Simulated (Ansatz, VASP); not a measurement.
## One calculation of SrAl3, two programs

```
Sr Al
1.0
     6.20503    0.00000    0.00000
    -3.10252    5.37371    0.00000
     0.00000    0.00000    2.89668
Sr Al
1 3
Direct
  0.00000 0.00000 0.50000
  0.50000 0.00000 0.50000
  0.00000 0.50000 0.50000
  0.50000 0.50000 0.50000
```

Alike in both runs: functional PBE; k mesh 6 × 6 × 4; occupations gaussian, width 0.1 eV; no spin polarisation.

Ansatz relaxed the structure, and its values are those at the end. VASP's run is a single point on that final structure, the one shown.

|  | VASP | Ansatz |
| --- | --- | --- |
| version | VASP 6.6.1 | Ansatz 0.2.0 |
| potentials or method | VASP PAW PBE potentials, release 64 (Sr_sv, Al), cutoff 520 eV | scalar-relativistic, plane waves, PAW |
| valence electrons in the cell | 19 | 19 |

Ansatz gave:

- gap on the k mesh at the Fermi level (eV): none
- pressure (GPa): 0.0

**Question.** Which values does VASP return?

**Answer.** gap on the k mesh at the Fermi level (eV): none; pressure (GPa): 0.1.

A gap of «none» marks a metal or a gap that the smearing closes. With one functional, cell and mesh, what is left measures potentials, basis and numerics.

The k mesh is coarse, so the values compare programs but aren't converged.
